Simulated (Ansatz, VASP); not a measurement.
# BiMo: VASP beside Ansatz

The input INCAR:

```
PREC = Accurate
ENCUT = 520
EDIFF = 1E-6
ISMEAR = 0
SIGMA = 0.05
LREAL = False
LASPH = True
NELM = 100
ALGO = Fast
ISIF = 2
LWAVE = False
LCHARG = True
GGA = PS
LELF = True
LVHAR = True
NBANDS = 37
```

Contents of KPOINTS:

```
regular mesh
0
Gamma
  10 10 6
```

Contents of POSCAR:

```
BiMo
1.0
    4.6006453045      0.0000000000      0.0000000000
   -2.3003226523      3.9842757075      0.0000000000
    0.0000000000      0.0000000000      5.1397870164
Mo Bi
2 2
Direct
    0.0000000000      0.0000000000      0.0000000000
    0.0000000000      0.0000000000      0.5000000000
    0.3333333333      0.6666666667      0.2500000000
    0.6666666667      0.3333333333      0.7500000000
```

Input for Ansatz:

```yaml
crystal:
  lattice:
    - [4.6006453045, 0.0, 0.0]
    - [-2.3003226523, 3.9842757075, 0.0]
    - [0.0, 0.0, 5.1397870164]
  atoms:
    - { symbol: Mo, position: [0.0, 0.0, 0.0] }
    - { symbol: Mo, position: [0.0, 0.0, 0.5] }
    - { symbol: Bi, position: [0.3333333333, 0.6666666667, 0.25] }
    - { symbol: Bi, position: [0.6666666667, 0.3333333333, 0.75] }
basis:
  ecutwfc: 420
  ecutrho_ratio: 4
kpoints:
  mp_grid: { grid: [10, 10, 6] }
hamiltonian:
  xc: pbesol
scf:
  occupations: { method: gaussian, width: 0.05 }
output:
  forces: true
  stress: true
  eigenvalues: true
  populations: true
```

Alike in both runs: task single point; functional PBEsol; k mesh 10 × 10 × 6; occupations gaussian, width 0.05 eV; no spin polarisation.

|  | VASP | Ansatz |
| --- | --- | --- |
| version | VASP 6.6.1 | Ansatz 0.2.0 |
| potentials or method | VASP PAW PBE potentials, release 64 (Mo_sv, Bi_d), cutoff 520 eV | scalar-relativistic, plane waves, PAW |
| valence electrons in the cell | 58 | 58 |

|  | VASP | Ansatz | Ansatz less VASP |
| --- | --- | --- | --- |
| gap on the k mesh at the Fermi level (eV) | none | none | - |
| pressure (GPa) | -4.4 | -4.5 | -0.09 |
| traceless stress, the component that is largest in VASP (GPa) | -0.30 | -0.33 | -0.034 |

VASP's potentials were made for PBE, not for PBEsol. A gap of «none» marks a metal or a gap that the smearing closes.

Spin-orbit coupling is off throughout.
